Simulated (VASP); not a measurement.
## ZnO: single point with PBEsol-based global hybrid

Crystal: ZnO.

```
Zn O
1.0
     1.43323   -3.52708    0.00000
     1.43323    3.52708    0.00000
     0.00000    0.00000    2.83849
Zn O
1 1
Direct
  0.00000 0.00000 0.00000
  0.50000 0.50000 0.50000
```

```
Program             : VASP 6.6.1
Task                : single point
Functional          : PBEsol-based global hybrid
Potentials or basis : VASP PAW PBE potentials, release 64 (Zn, O)
Cutoff              : 520 eV
k mesh              : 5 × 5 × 5
Occupations         : fermi-dirac, width 0.05 eV
Spin                : no spin polarisation
```

```
Pressure               : -6.2 GPa
Band gap on the k mesh : 2.16 eV, indirect (least direct gap 4.40 eV)
```

Stress tensor (GPa, compression positive):
```
-8.68  0.00  0.00
 0.00 -1.26  0.00
 0.00  0.00 -8.78
```

Levels at points of the mesh, in eV from the valence-band top:
| k point | band 6 | band 7 | band 8 | band 9 | band 10 | band 11 | band 12 | band 13 |
| --- | --- | --- | --- | --- | --- | --- | --- | --- |
| (0.00, 0.00, 0.00) | -6.56 | -2.69 | -2.29 | -2.24 | 2.16 | 12.63 | 12.65 | 16.80 |

It took 27 min on 1 thread of Intel Xeon 6975P-C, on a shared host, peak memory 0.17 GiB.

Caveat: the k points lie up to 0.47 Å⁻¹ apart; the PAW data sets were made with another functional, which shifts forces and pressure a little. A k mesh can miss the band edges.
